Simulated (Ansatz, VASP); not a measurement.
# Two plane-wave programs on O

INCAR

```
PREC = Accurate
ENCUT = 600
EDIFF = 1E-6
ISMEAR = -5
SIGMA = 0.1
LREAL = False
LASPH = True
NELM = 120
ALGO = Normal
ISIF = 2
LWAVE = False
LCHARG = False
GGA = PE
NBANDS = 13
GGA_COMPAT = False
```

The input KPOINTS:

```
Automatic mesh
0
Gamma
  4 4 4
```

The input POSCAR:

```
O
1.0
    0.0000000000      2.1821547524      3.4632536944
    1.5306818240      0.0000000000      3.4632536944
    1.5306818240      2.1821547524      0.0000000000
O
2
Direct
    0.0871000000      0.0871000000      0.9129000000
    0.9129000000      0.9129000000      0.0871000000
```

Input for Ansatz:

```yaml
crystal:
  lattice:
    - [0.0, 2.1821547524, 3.4632536944]
    - [1.530681824, 0.0, 3.4632536944]
    - [1.530681824, 2.1821547524, 0.0]
  atoms:
    - { symbol: O, position: [0.0871, 0.0871, 0.9129] }
    - { symbol: O, position: [0.9129, 0.9129, 0.0871] }
basis: {}
kpoints:
  mp_grid: { grid: [4, 4, 4] }
hamiltonian:
  xc: pbe
  pseudopotentials: { kind: paw, source: ansatz }
scf:
  occupations: { method: tetrahedron }
  lower_state_search: standard
  algorithm: density_mixing
  max_iter: 82
output:
  forces: true
  stress: true
  eigenvalues: true
```

Alike in both runs: task single point; functional PBE; k mesh 4 × 4 × 4; occupations tetrahedron; no spin polarisation.

```csv
,VASP,Ansatz
version,VASP 6.6.1,Ansatz 0.2.0
potentials or method,"VASP PAW PBE potentials, release 64 (O)","scalar-relativistic, plane waves"
plane-wave cutoff (eV),600,930
valence electrons in the cell,12,12
```

|  | VASP | Ansatz | Ansatz less VASP |
| --- | --- | --- | --- |
| gap on the k mesh at the Fermi level (eV) | none | none | - |
| pressure (GPa) | 4.0 | 1.1 | -2.90 |
| traceless stress, the component that is largest in VASP (GPa) | 15.11 | 8.72 | -6.393 |
| rms of the force components (eV/Å) | 1.031 | 0.295 | -0.7355 |

Atom by atom the forces differ by 0.735 eV/Å (rms over components). A gap of «none» marks a metal or a gap that the smearing closes. The functional is the same, so the differences come from potentials, cutoffs and numerics. Ansatz's warnings: band table not solved further, tetrahedron derivatives may miss energy slope.

The k mesh is coarse, so the values compare programs but aren't converged. Noted on VASP's run: the standard files for N, O and F lose accuracy on very short bonds; spin is off for a triplet molecule.
